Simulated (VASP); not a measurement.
Runs of VASP 6.6.1 on GaAs. Symmetry: Pm-3m, No. 221, cubic system. The conventional cell has a = 3.329 Å, b = 3.329 Å, c = 3.329 Å, α = 90.00°, β = 90.00°, γ = 90.00°. Ga (site symmetry m-3m) has 8 As at 2.88 Å and 6 Ga at 3.33 Å within 3.8 Å. As (site symmetry m-3m) has 8 Ga at 2.88 Å and 6 As at 3.33 Å within 3.8 Å. 

```csv
level,k mesh,smearing,gap on the mesh (eV),pressure (GPa)
r2SCAN,3 × 3 × 3,fermi-dirac 0.02 eV,none,5.4
r2SCAN,6 × 6 × 6,gaussian 0.5 eV,none,(a)
r2SCAN,6 × 6 × 6,fermi-dirac 0.02 eV,none,0.4
PBEsol,6 × 6 × 6,fermi-dirac 0.02 eV,none,-1.4
r2SCAN,6 × 6 × 6,methfessel-paxton 0.2 eV,none,(b)
```

Alike in all rows: task single point; potentials or basis VASP PAW PBE potentials, release 64 (Ga_d, As); no spin polarisation; cell as given; cutoff (eV) 520.

Fill in the values left out.

(a) 0.6; (b) 0.5.

Caveats: some runs use coarse meshes; the PAW data sets were made with another functional, which shifts forces and pressure a little.

A k mesh can miss the band edges, and the runs leave out spin-orbit coupling on As, Ga.

A gap of «none» marks levels without a gap at the run's occupations.
